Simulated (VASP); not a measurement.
Write the native input for VASP 6.6.1 that does the following.

```
Task                   : single point
Functional             : PBE
Potentials or basis    : VASP PAW PBE potentials, release 64 (Sr_sv, Sc_sv)
Cutoff                 : 520 eV
k mesh                 : 4 × 4 × 4
Occupations            : gaussian, width 0.1 eV
Spin                   : no spin polarisation
Dipole correction      : no
Further INCAR settings : ALGO = Normal; EDIFF = 1e-06; NBANDS = 34
```

The structure of Sr2Sc3 lies in POSCAR:

```
Sr2Sc3
1.0
    5.1514990800      0.0000000000      0.0000000000
    0.0000000000      5.1514990800      0.0000000000
    0.0000000000      0.0000000000      5.1514990800
Sr Sc
2 3
Direct
    0.0000000000      0.0000000000      0.0000000000
    0.5000000000      0.5000000000      0.5000000000
    0.5000000000      0.0000000000      0.0000000000
    0.0000000000      0.5000000000      0.0000000000
    0.0000000000      0.0000000000      0.5000000000
```

The cell was generated, and may not be a known phase.

The input as run:

INCAR

```
SYSTEM = Sr2Sc3
ALGO = Normal ; EDIFF = 1E-6
ENCUT = 520 ; GGA = PE
ISIF = 2 ; ISMEAR = 0
LASPH = .True. ; LCHARG = .True.
LELF = .True. ; LREAL = .False.
LVHAR = .True. ; LWAVE = .False.
NBANDS = 34 ; NELM = 100
PREC = Accurate ; SIGMA = 0.1
```

KPOINTS

```
k-points
0
Gamma
  4 4 4
  0 0 0
```

Potentials or basis: VASP PAW PBE potentials, release 64 (Sr_sv, Sc_sv).

Command:

```console
$ cat potpaw_PBE.64/Sr_sv/POTCAR potpaw_PBE.64/Sc_sv/POTCAR > POTCAR
$ mpirun -np 1 vasp_std > vasp.out
```

Results of the run:

```
Pressure               : 7.4 GPa
Band gap on the k mesh : zero (an odd number of electrons rules out a gap without spin polarisation)
```

Caveat: the cell stands under pressure.

It took 2.4 min on 1 thread of AMD EPYC 7571, on a shared host, peak memory 0.22 GiB.
